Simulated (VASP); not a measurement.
# Al3Ni2 (P-3m1) in VASP: further runs

The runs below take Al3Ni2 through single point, with PBEsol.

Everything below comes from runs of VASP 6.6.1. Logs are shortened: lines on timing, memory, paths and dates and some standing lists are left out, and cuts for length are marked.

## 1. The cell of the first run

The structure is trigonal, space group P-3m1 (No. 164). Conventional cell: a = 3.603 Å, b = 3.603 Å, c = 4.859 Å, α = 90.00°, β = 90.00°, γ = 120.00°. Al (site symmetry -3m) has 6 Ni at 2.20 Å and 6 Al at 2.69 Å within 2.9 Å. Al (site symmetry 3m) has 5 Ni at 2.31 to 2.44 Å and 6 Al at 2.53 to 2.69 Å within 3.1 Å. Within 2.9 Å of Ni (site symmetry 3m) lie 8 Al at 2.20 to 2.44 Å and 3 Ni at 2.52 Å.

## 2. Single point, PBEsol (strain -0.1000 x Voigt [1, 1, 0, 0, 0, 0])

File INCAR:

```
SYSTEM = Al3Ni2
ALGO     = Fast           ! electronic algorithm
EDIFF    = 1E-6           ! SCF threshold, eV
ENCUT    = 520            ! plane-wave cutoff, eV
GGA      = PS             ! functional
ISIF     = 2              ! what is computed and relaxed
ISMEAR   = 0              ! smearing method
LASPH    = .TRUE.         ! aspherical terms in the spheres
LCHARG   = .FALSE.        ! write CHGCAR
LREAL    = .FALSE.        ! projectors in reciprocal space
LWAVE    = .FALSE.        ! write WAVECAR
NBANDS   = 22             ! bands
NELM     = 80             ! most SCF steps
PREC     = Accurate       ! precision mode
SIGMA    = 0.15           ! smearing width, eV
```

File KPOINTS:

```
k-points
0
G
  12 12 10
  0 0 0
```

File POSCAR:

```
Al3Ni2
1.0
    3.6028256745      0.0000000000      0.0000000000
   -1.8014128373      3.1201385595      0.0000000000
    0.0000000000      0.0000000000      4.8594646093
Al Ni
3 2
Direct
    0.0000000000      0.0000000000      0.0000000000
    0.3333333333      0.6666666667      0.6477829058
    0.6666666667      0.3333333333      0.3522170942
    0.3333333333      0.6666666667      0.1455709071
    0.6666666667      0.3333333333      0.8544290929
```

Potentials or basis: VASP PAW PBE potentials, release 64 (Al, Ni).

Run with:

```sh
$ cat potpaw_PBE.64/Al/POTCAR potpaw_PBE.64/Ni/POTCAR > POTCAR
$ mpirun -np 1 vasp_std > vasp.out
```

OUTCAR:

```text
SYSTEM = Al3Ni2
   EDIFF = 1E-6
   ENCUT = 520
   GGA = PS
   ISIF = 2
   ISMEAR = 0
   LASPH = .TRUE.
   LREAL = .FALSE.
   NELM = 80
   PREC = Accurate

 ion  position               nearest neighbor table
   1  0.000  0.000  0.000-   4 2.20   5 2.20   5 2.20   4 2.20   5 2.20   4 2.20   2 2.69   3 2.69
                             2 2.69   3 2.69   3 2.69   2 2.69
   2  0.333  0.667  0.648-   5 2.31   5 2.31   5 2.31   4 2.42   4 2.44   3 2.53   3 2.53   3 2.53
                             1 2.69   1 2.69   1 2.69
   3  0.667  0.333  0.352-   4 2.31   4 2.31   4 2.31   5 2.42   5 2.44   2 2.53   2 2.53   2 2.53
                             1 2.69   1 2.69   1 2.69
   4  0.333  0.667  0.146-   1 2.20   1 2.20   1 2.20   3 2.31   3 2.31   3 2.31   2 2.42   2 2.44
                             5 2.52   5 2.52   5 2.52
   5  0.667  0.333  0.854-   1 2.20   1 2.20   1 2.20   2 2.31   2 2.31   2 2.31   3 2.42   3 2.44
                             4 2.52   4 2.52   4 2.52

  LATTYP: Found a hexagonal cell.
 ALAT       =     3.6028256745
 C/A-ratio  =     1.3487926001

  Lattice vectors:

 A1 = (   3.6028256745,   0.0000000000,   0.0000000000)
 A2 = (  -1.8014128373,   3.1201385595,   0.0000000000)
 A3 = (   0.0000000000,   0.0000000000,   4.8594646093)

Analysis of symmetry for initial positions (statically):
=====================================================================
 Subroutine PRICEL returns:
 Original cell was already a primitive cell.

 Routine SETGRP: Setting up the symmetry group for a
 hexagonal supercell.

 Subroutine GETGRP returns: Found 12 space group operations
 (whereof 12 operations were pure point group operations)
 out of a pool of 24 trial point group operations.

The static configuration has the point symmetry D_3d.

Analysis of symmetry for dynamics (positions and initial velocities):
=====================================================================
 Subroutine PRICEL returns:
 Original cell was already a primitive cell.

 Routine SETGRP: Setting up the symmetry group for a
 hexagonal supercell.

 Subroutine GETGRP returns: Found 12 space group operations
 (whereof 12 operations were pure point group operations)
 out of a pool of 24 trial point group operations.

The dynamic configuration has the point symmetry D_3d.

 Subroutine INISYM returns: Found 12 space group operations
 (whereof 12 operations are pure point group operations),
 and found     1 'primitive' translations

----------------------------------------------------------------------------------------

                                     Primitive cell

  volume of cell :      54.6268

  direct lattice vectors                    reciprocal lattice vectors
     3.602825675  0.000000000  0.000000000     0.277559918  0.160249294  0.000000000
    -1.801412837  3.120138559  0.000000000     0.000000000  0.320498587  0.000000000
     0.000000000  0.000000000  4.859464609     0.000000000  0.000000000  0.205783987

  length of vectors
     3.602825675  3.602825675  4.859464609     0.320498587  0.320498587  0.205783987

  position of ions in fractional coordinates (direct lattice)
     0.000000000  0.000000000  0.000000000
     0.333333333  0.666666667  0.647782906
     0.666666667  0.333333333  0.352217094
     0.333333333  0.666666667  0.145570907
     0.666666667  0.333333333  0.854429093

  ion indices of the primitive-cell ions
   primitive index   ion index
                 1           1
                 2           2
                 3           3
                 4           4
                 5           5

----------------------------------------------------------------------------------------

 KPOINTS: k-points

Automatic generation of k-mesh.
 Grid dimensions read from file:
 generate k-points for:   12   12   10

 Generating k-lattice:

  Cartesian coordinates                     Fractional coordinates (reciprocal lattice)
     0.023129993  0.013354108  0.000000000     0.083333333  0.000000000  0.000000000
     0.000000000  0.026708216  0.000000000     0.000000000  0.083333333  0.000000000
     0.000000000  0.000000000  0.020578399     0.000000000  0.000000000  0.100000000

  Length of vectors
     0.026708216  0.026708216  0.020578399

  Shift w.r.t. Gamma in fractional coordinates (k-lattice)
     0.000000000  0.000000000  0.000000000

 Subroutine IBZKPT returns following result:
 ===========================================

 Found    162 irreducible k-points:

 Following reciprocal coordinates:
            Coordinates               Weight
  0.000000  0.000000  0.000000      1.000000
  0.083333  0.000000  0.000000      6.000000
  0.166667  0.000000  0.000000      6.000000
  0.250000  0.000000  0.000000      6.000000
  0.333333  0.000000  0.000000      6.000000
  0.416667  0.000000  0.000000      6.000000
[... 16 lines left out ...]
  0.166667  0.000000  0.100000      6.000000
  0.000000  0.166667  0.100000      6.000000
 [... further k-points ...]
   k-points           NKPTS =    162   k-points in BZ     NKDIM =    162   number of bands    NBANDS=     22
   number of dos      NEDOS =    301   number of ions     NIONS =      5
   total plane-waves  NPLWV =  28224
   dimension x,y,z NGX =    28 NGY =   28 NGZ =   36
   dimension x,y,z NGXF=    56 NGYF=   56 NGZF=   72
   ions per type =               3   2
   NGX,Y,Z   is equivalent  to a cutoff of  12.92, 12.92, 12.32 a.u.
   NGXF,Y,Z  is equivalent  to a cutoff of  25.84, 25.84, 24.63 a.u.
 SYSTEM =  Al3Ni2
   PREC   = accura    normal or accurate (medium, high low for compatibility)
   ISTART =      0    job   : 0-new  1-cont  2-samecut
   ICHARG =      2    charge: 1-file 2-atom 10-const
   ISPIN  =      1    spin polarized calculation?
   LNONCOLLINEAR =      F non collinear calculations
   LSORBIT =      F    spin-orbit coupling
   LASPH  =      T    aspherical Exc in radial PAW
   ENCUT  =  520.0 eV  38.22 Ry    6.18 a.u.   6.70  6.70  9.04*2*pi/ulx,y,z
   NELM   =     80;   NELMIN=  2; NELMDL= -5     # of ELM steps
   EDIFF  = 0.1E-05   stopping-criterion for ELM
   LREAL  =      F    real-space projection
   EDIFFG = 0.1E-04   stopping-criterion for IOM
   NSW    =      0    number of steps for IOM
   IBRION =     -1    ionic relax: 0-MD 1-quasi-New 2-CG
   NFREE  =      0    steps in history (QN), initial steepest desc. (CG)
   ISIF   =      2    stress and relaxation
   ISYM   =      2    0-nonsym 1-usesym 2-fastsym
   POTIM  = 0.5000    time-step for ionic-motion
   TEBEG  =    0.0;   TEEND  =   0.0 temperature during run
   PSTRESS=    0.0 pullay stress
   NELECT =      29.0000    total number of electrons
   NUPDOWN=      -1.0000    fix difference up-down
   EMIN   =  10.00;   EMAX   =-10.00  energy-range for DOS
   EFERMI =   0.00;   METHOD = LEGACY
   ISMEAR =     0;   SIGMA  =   0.15  broadening in eV -4-tet -1-fermi 0-gaus
   EFERMI_NEDOS =   21; number of points for ismear=-14 and -15
   IALGO  =     68    algorithm
   IMIX   =      4    mixing-type and parameters
     AMIX     =   0.40;   BMIX     =  1.00
     AMIX_MAG =   1.60;   BMIX_MAG =  1.00
  volume/ion in A,a.u.               =      10.93        73.73
  Fermi-wavevector in a.u.,A,eV,Ry     =   1.325579  2.504981 23.907612  1.757160
  Thomas-Fermi vector in A             =   2.455030
   LORBIT       =      0    0 simple, 1 ext, 2 COOP (PROOUT), +10 PAW based schemes
   GGA     = PS    functional components
   LHFCALC =     F    Hartree Fock is set to
   AEXX    =    0.0000 exact exchange contribution
   IVDW    =     0    specifies the selected vdW correction
   LEPSILON=     F    determine dielectric tensor
   LRPA    =     F    only Hartree local field effects (RPA)
 non-spin polarized calculation
 RMM-DIIS sequential band-by-band and
 Gauss-broadening in eV      SIGMA  =   0.15
  energy-cutoff  :      520.00
  volume of cell :       54.63
 maximum number of plane-waves:      1518
 NGX is ok and might be reduce to    28
   NGX = 13   NGY = 13   NGZ = 19

 number of electron      29.0000003 magnetization

 Free energy of the ion-electron system (eV)
  ---------------------------------------------------
  ext. energy  EPLUGINS =         0.00000000
  ---------------------------------------------------
  free energy    TOTEN  =       -25.70838794 eV

  energy without entropy =      -25.69493405  energy(sigma->0) =      -25.70166100

 E-fermi :  11.3145     XC(G=0): -12.3456

 val. band max:       11.3132781607   @ k =   0.1667   0.1667   0.4000
 cond. band min:      11.3211802419   @ k =   0.2500   0.0833   0.3000
 fundamental gap:      0.0079020812
 Fermi energy:        11.3145330230

 k-point     1 :       0.0000    0.0000    0.0000
  band No.  band energies     occupation
      1      -0.8343      2.00000
      2       4.4952      2.00000
      3       5.0189      2.00000
      4       6.5976      2.00000
      5       6.5976      2.00000
      6       7.1757      2.00000
[... 14 lines left out ...]
     21      19.3220      0.00000
     22      19.3603      0.00000

 k-point     2 :       0.0833    0.0000    0.0000
  band No.  band energies     occupation
      1      -0.7252      2.00000
      2       4.5728      2.00000
      3       5.0776      2.00000
      4       6.5535      2.00000
      5       6.6466      2.00000
      6       7.1328      2.00000
[... 14 lines left out ...]
     21      18.7315      0.00000
     22      19.0259      0.00000

 k-point     3 :       0.1667    0.0000    0.0000
  band No.  band energies     occupation
      1      -0.4001      2.00000
      2       4.7941      2.00000
      3       5.2353      2.00000
      4       6.4149      2.00000
      5       6.7892      2.00000
      6       7.0088      2.00000
[... 14 lines left out ...]
     21      18.4734      0.00000
     22      19.1921      0.00000

 k-point     4 :       0.2500    0.0000    0.0000
  band No.  band energies     occupation
      1       0.1343      2.00000
      2       5.1125      2.00000
      3       5.3925      2.00000
      4       6.1387      2.00000
      5       6.8639      2.00000
      6       7.0075      2.00000
[... 14 lines left out ...]
     21      19.1136      0.00000
     22      19.1216      0.00000

 k-point     5 :       0.3333    0.0000    0.0000
  band No.  band energies     occupation
      1       0.8647      2.00000
      2       5.0086      2.00000
      3       5.3988      2.00000
      4       6.0496      2.00000
      5       6.8685      2.00000
      6       7.2394      2.00000
[... 14 lines left out ...]
     21      18.9847      0.00000
     22      19.5406      0.00000

 k-point     6 :       0.4167    0.0000    0.0000
  band No.  band energies     occupation
      1       1.7649      2.00000
      2       4.0012      2.00000
      3       5.5172      2.00000
      4       6.3384      2.00000
      5       6.9793      2.00000
      6       7.3665      2.00000
[... 14 lines left out ...]
     21      18.9062      0.00000
     22      19.3246      0.00000

 k-point     7 :       0.5000    0.0000    0.0000
  band No.  band energies     occupation
      1       2.6055      2.00000
      2       3.0889      2.00000
      3       5.5370      2.00000
      4       6.5129      2.00000
      5       7.0036      2.00000
      6       7.3968      2.00000
[... 324 lines left out ...]
      6       7.1692      2.00000
[... 14 lines left out ...]
     21      18.6496      0.00000
     22      19.0975      0.00000

 k-point    21 :       0.0833    0.0000    0.1000
  band No.  band energies     occupation
      1      -0.6644      2.00000
      2       3.9854      2.00000
      3       5.5341      2.00000
      4       6.5455      2.00000
      5       6.6426      2.00000
      6       7.1245      2.00000
[... 14 lines left out ...]
     21      18.9562      0.00000
     22      19.2001      0.00000

 k-point    22 :       0.0000    0.0833    0.1000
  band No.  band energies     occupation
      1      -0.6644      2.00000
      2       3.9868      2.00000
      3       5.5306      2.00000
      4       6.5529      2.00000
      5       6.6375      2.00000
      6       7.1372      2.00000
[... 14 lines left out ...]
     21      18.6297      0.00000
     22      19.3105      0.00000

 k-point    23 :       0.1667    0.0000    0.1000
  band No.  band energies     occupation
      1      -0.3395      2.00000
      2       4.2236      2.00000
      3       5.6507      2.00000
      4       6.4209      2.00000
      5       6.7848      2.00000
      6       7.0044      2.00000
[... 14 lines left out ...]
     21      19.1486      0.00000
     22      19.2518      0.00000

 k-point    24 :       0.0000    0.1667    0.1000
  band No.  band energies     occupation
      1      -0.3398      2.00000
      2       4.2367      2.00000
      3       5.6275      2.00000
      4       6.4240      2.00000
      5       6.7787      2.00000
      6       7.0436      2.00000
[... 14 lines left out ...]
     21      18.7333      0.00000
     22      19.3395      0.00000

 [... further k-points ...]

------------------------ aborting loop because EDIFF is reached ----------------------------------------

  FORCE on cell =-STRESS in cart. coord.  units (eV):
  Direction    XX          YY          ZZ          XY          YZ          ZX
  --------------------------------------------------------------------------------------
  -------------------------------------------------------------------------------------
  Total       20.0877579     20.0877579      9.2012191     -0.0000000      0.0000000      0.0000000
  in kB      589.1643960    589.1643960    269.8673842     -0.0000000      0.0000000      0.0000000
  external PRESSURE =     482.7320588 kB  Pullay stress =       0.0000000 kB

 VOLUME and BASIS-vectors are now :
 -----------------------------------------------------------------------------
  energy-cutoff  :      520.00
  volume of cell :       54.63
      direct lattice vectors                 reciprocal lattice vectors
     3.602825675  0.000000000  0.000000000     0.277559918  0.160249294  0.000000000
    -1.801412837  3.120138559  0.000000000     0.000000000  0.320498587  0.000000000
     0.000000000  0.000000000  4.859464609     0.000000000  0.000000000  0.205783987

 POSITION                                       TOTAL-FORCE (eV/Angst)
 -----------------------------------------------------------------------------------
      0.00000      0.00000      0.00000        -0.000000      0.000000      0.000000
     -0.00000      2.08009      3.14788         0.000000     -0.000000     -0.430179
      1.80141      1.04005      1.71159        -0.000000      0.000000      0.430179
     -0.00000      2.08009      0.70740         0.000000      0.000000      0.755595
      1.80141      1.04005      4.15207        -0.000000      0.000000     -0.755595
 -----------------------------------------------------------------------------------
    total drift:                                0.000000     -0.000000      0.000000

  FREE ENERGIE OF THE ION-ELECTRON SYSTEM (eV)
  ---------------------------------------------------
  free  energy   TOTEN  =       -25.7083879375 eV

  energy  without entropy=      -25.6949340538  energy(sigma->0) =      -25.70166100
```

It took 7.6 min on 1 thread of Intel Xeon 8259CL, shared host; peak memory 0.3 GiB.

Results:

```yaml
Free_energy: -25.7084 eV
Pressure: 48.3 GPa
Largest_force: 0.756 eV/Å
Band_gap_on_the_k_mesh: zero (an odd number of electrons rules out a gap without spin polarisation)
```

Forces in eV/Å, atoms in the order of the input:
```
Al   0.000  0.000  0.000
Al   0.000  0.000 -0.430
Al   0.000  0.000  0.430
Ni   0.000  0.000  0.756
Ni   0.000  0.000 -0.756
```

Levels at points of the mesh, in eV from the Fermi level:
| k point | band 13 | band 14 | band 15 | band 16 | band 17 | band 18 |
| --- | --- | --- | --- | --- | --- | --- |
| (0.00, 0.00, 0.00) | -1.78 | 2.10 | 2.10 | 4.31 | 4.31 | 6.23 |
| (0.50, 0.00, 0.00) | -2.17 | -1.94 | -1.83 | 1.35 | 1.88 | 3.33 |
| (0.00, 0.00, 0.50) | 1.94 | 3.51 | 3.51 | 3.61 | 3.61 | 3.94 |
| (0.50, 0.00, 0.50) | -2.39 | -1.55 | -0.28 | 1.88 | 2.88 | 4.64 |

Caveat: the cell differs from its parent crystal (strain -0.1000 x Voigt [1, 1, 0, 0, 0, 0]); the cell stands under pressure; the PAW data sets were made with another functional, which shifts forces and pressure a little.

(Continued in part 2 of 2.)
